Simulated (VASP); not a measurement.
# Al7C6N7: single point with PBE

System: Al7C6N7.

```
C Al N
1.0
     6.37668    0.03045   -0.15373
     0.05186    5.99327    0.26084
    -0.18257    0.26218    6.00146
C Al N
6 7 7
Direct
  0.93030 0.20337 0.14218
  0.04161 0.44798 0.62982
  0.47795 0.04316 0.92631
  0.38102 0.27419 0.52782
  0.98841 0.96529 0.17151
  0.94379 0.93296 0.62817
  0.29578 0.03733 0.19924
  0.41223 0.80256 0.70269
  0.69112 0.29397 0.91700
  0.80231 0.18557 0.43341
  0.58698 0.75372 0.13005
  0.13117 0.57700 0.31685
  0.28141 0.35363 0.86289
  0.88453 0.77212 0.20143
  0.10161 0.85182 0.70760
  0.38921 0.75608 0.37658
  0.13180 0.33095 0.13233
  0.50951 0.19966 0.41091
  0.85310 0.37396 0.65745
  0.50742 0.55411 0.90989
```

```json
{
  "Program": "VASP 6.6.1",
  "Task": "single point",
  "Functional": "PBE",
  "Potentials or basis": "VASP PAW PBE potentials, release 64 (C_h, Al, N_h)",
  "Cutoff": "1000 eV",
  "k mesh": "2 × 2 × 2, shifted",
  "Occupations": "gaussian, width 0.1 eV",
  "Spin": "no spin polarisation",
  "Dipole correction": "no",
  "Further INCAR settings": "LREAL = Auto; ALGO = Normal; EDIFF = 1e-06; NBANDS = 56; ISYM = 0"
}
```

```
Pressure               : -0.1 GPa
Largest force          : 0.042 eV/Å
Band gap on the k mesh : 0.59 eV
```

Forces on the atoms (eV/Å):
```
C   -0.038 -0.014  0.010
C    0.028  0.001  0.009
C   -0.004  0.008  0.007
C   -0.014  0.019  0.009
C    0.011 -0.011 -0.007
C   -0.018  0.019 -0.011
Al   0.005  0.006  0.000
Al   0.000 -0.007  0.006
Al   0.004  0.012 -0.017
Al  -0.016  0.004  0.014
Al   0.002 -0.001  0.001
Al  -0.003  0.002 -0.006
Al   0.017  0.013  0.008
N    0.015 -0.003  0.001
N    0.016 -0.006 -0.003
N   -0.002 -0.009  0.006
N    0.029  0.028 -0.006
N    0.005 -0.036 -0.019
N   -0.030 -0.018 -0.003
N   -0.006 -0.006  0.002
```

Stress tensor (GPa, compression positive):
```
-0.14  0.01  0.00
 0.01 -0.03  0.02
 0.00  0.02 -0.12
```

Levels at points of the mesh, in eV from the valence-band top:
```csv
k point,band 36,band 37,band 38,band 39,band 40,band 41,band 42,band 43,band 44,band 45
"(0.25, 0.25, 0.25)",-2.04,-1.98,-1.61,-0.82,0.00,0.59,1.26,1.59,1.80,2.21
```

It took 2.9 min on 1 thread of Intel(R) Xeon(R) 6975P-C (Granite Rapids), on a shared host, peak memory 0.6 GiB.
